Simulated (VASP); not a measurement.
A run of VASP 6.6.1:

INCAR

```
SYSTEM = Cu3Sn2
  PREC = Accurate
  ENCUT = 520
  EDIFF = 1E-7
  ISMEAR = 0
  SIGMA = 0.1
  LREAL = .FALSE.
  LASPH = .TRUE.
  NELM = 80
  ALGO = Normal
  ISIF = 2
  LWAVE = .FALSE.
  LCHARG = .FALSE.
  GGA = PE
  NBANDS = 38
```

Contents of KPOINTS:

```
regular mesh
0
G
  6 6 4
  0 0 0
```

Contents of POSCAR:

```
Cu3Sn2
1.0
    4.6572994100      0.0000000000      0.0000000000
   -2.3286497100      4.0333396000      0.0000000000
    0.0000000000      0.0000000000      5.9003171300
Cu Sn
3 2
Direct
    0.3333333300      0.6666666700      0.0000000000
    0.6666666700      0.3333333300      0.0000000000
    0.0000000000      0.0000000000      0.0000000000
    0.3333333300      0.6666666700      0.5000000000
    0.6666666700      0.3333333300      0.5000000000
```

Potentials or basis: VASP PAW PBE potentials, release 64 (Cu, Sn_d).

The run is started by

```sh
$ cat potpaw_PBE.64/Cu/POTCAR potpaw_PBE.64/Sn_d/POTCAR > POTCAR
$ mpirun -np 1 vasp_std > vasp.out
```

Hardware: 1 thread of Intel(R) Xeon(R) Platinum 8259CL CPU @ 2.50GHz (Skylake/Cascade Lake), on a shared host.

Q: Estimate the wall time of this run.

A: Run time: 2.7 min on 1 thread of Intel(R) Xeon(R) Platinum 8259CL CPU @ 2.50GHz (Skylake/Cascade Lake), with other jobs on the host, peak memory 0.27 GiB. Counts: scf iterations 19, k points 21.
